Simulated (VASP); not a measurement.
Input of a VASP 6.6.1 run:

The input INCAR:

```
SYSTEM = Bi2Se3
ALGO = Normal
EDIFF = 1E-6
ENCUT = 520
GGA = PE
ISIF = 2
ISMEAR = 0
LASPH = .True.
LCHARG = .False.
LREAL = .False.
LWAVE = .False.
NBANDS = 32
NELM = 100
PREC = Accurate
SIGMA = 0.01
```

File KPOINTS:

```
k-points
0
Gamma
  10 10 10
  0 0 0
```

Contents of POSCAR:

```
Bi2Se3
1.0
   -2.5377352566      2.5377352566      6.2803131089
    2.5377352566     -2.5377352566      6.2803131089
    2.5377352566      2.5377352566     -6.2803131089
Bi Se
2 3
Direct
    0.4123653380      0.9123653380      0.5000000000
    0.9123653380      0.4123653380      0.5000000000
    0.6264527161      0.1264527161      0.5000000000
    0.1264527161      0.6264527161      0.5000000000
    0.1634735419      0.1634735419      0.0000000000
```

Potentials or basis: VASP PAW PBE potentials, release 64 (Bi_d, Se).

Run with:

```bash
$ cat potpaw_PBE.64/Bi_d/POTCAR potpaw_PBE.64/Se/POTCAR > POTCAR
$ mpirun -np 1 vasp_std > vasp.out
```

What does it give for the band gap on the k mesh?

Zero (band 24 reaches 3.94 eV, above the bottom of band 25 at 3.76 eV).

What does it give for the pressure?

0.0 GPa.

Predict the largest force.

0.005 eV/Å.

Forces in eV/Å, atoms in the order of the input:
```
Bi   0.000  0.000 -0.005
Bi   0.000  0.000 -0.005
Se   0.000  0.000  0.004
Se   0.000  0.000  0.004
Se   0.000  0.000  0.001
```

Caveat: spin-orbit coupling is left out, which moves the levels of the heavy elements.
